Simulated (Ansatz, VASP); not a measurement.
## AlN: VASP beside Ansatz

File INCAR:

```
SYSTEM = AlN
PREC = Accurate
ENCUT = 520
EDIFF = 1E-7
ISMEAR = 0
SIGMA = 0.02
LREAL = .False.
LASPH = .True.
NELM = 80
ALGO = Normal
ISIF = 2
LWAVE = .False.
LCHARG = .False.
GGA = PE
NBANDS = 16
```

KPOINTS

```
Automatic mesh
0
Gamma
  12 12 6
  0 0 0
```

The input POSCAR:

```
AlN
1.0
    3.1771615463      0.0000000000      0.0000000000
   -1.5885807732      2.7515026110      0.0000000000
    0.0000000000      0.0000000000      4.9747955203
Al N
2 2
Direct
    0.6666666667      0.3333333333      0.4971905974
    0.3333333333      0.6666666667      0.9971905974
    0.6666666667      0.3333333333      0.8828094026
    0.3333333333      0.6666666667      0.3828094026
```

Input for Ansatz:

```yaml
crystal:
  lattice:
    - [3.1771615463, 0.0, 0.0]
    - [-1.5885807732, 2.751502611, 0.0]
    - [0.0, 0.0, 4.9747955203]
  atoms:
    - { symbol: Al, position: [0.6666666667, 0.3333333333, 0.4971905974] }
    - { symbol: Al, position: [0.3333333333, 0.6666666667, 0.9971905974] }
    - { symbol: "N", position: [0.6666666667, 0.3333333333, 0.8828094026] }
    - { symbol: "N", position: [0.3333333333, 0.6666666667, 0.3828094026] }
basis:
  ecutwfc: 420
kpoints:
  mp_grid: { grid: [12, 12, 6] }
  band_path: { path: [VBM, CBM], npoints: 2 }
hamiltonian:
  xc: pbe
scf:
  occupations: { method: gaussian, width: 0.02 }
output:
  forces: true
  stress: true
  eigenvalues: true
checkpoint:
  read: start.run
  write: ck
  compress: false
  write_wavefunctions: false
  write_every: 100000
```

Alike in both runs: task single point; functional PBE; k mesh 12 × 12 × 6; occupations gaussian, width 0.02 eV; no spin polarisation.

```csv
,VASP,Ansatz
version,VASP 6.6.1,Ansatz 0.2.0
potentials or method,"VASP PAW PBE potentials, release 64 (Al, N), cutoff 520 eV","scalar-relativistic, plane waves, PAW"
valence electrons in the cell,16,16
```

```tsv
	VASP	Ansatz	Ansatz less VASP
gap on the k mesh at the Fermi level (eV)	3.74	3.74	-0.008
least direct gap on the mesh (eV)	3.74	3.74	-0.008
pressure (GPa)	-4.4	-4.2	+0.27
traceless stress, the component that is largest in VASP (GPa)	4.27	4.19	-0.077
```
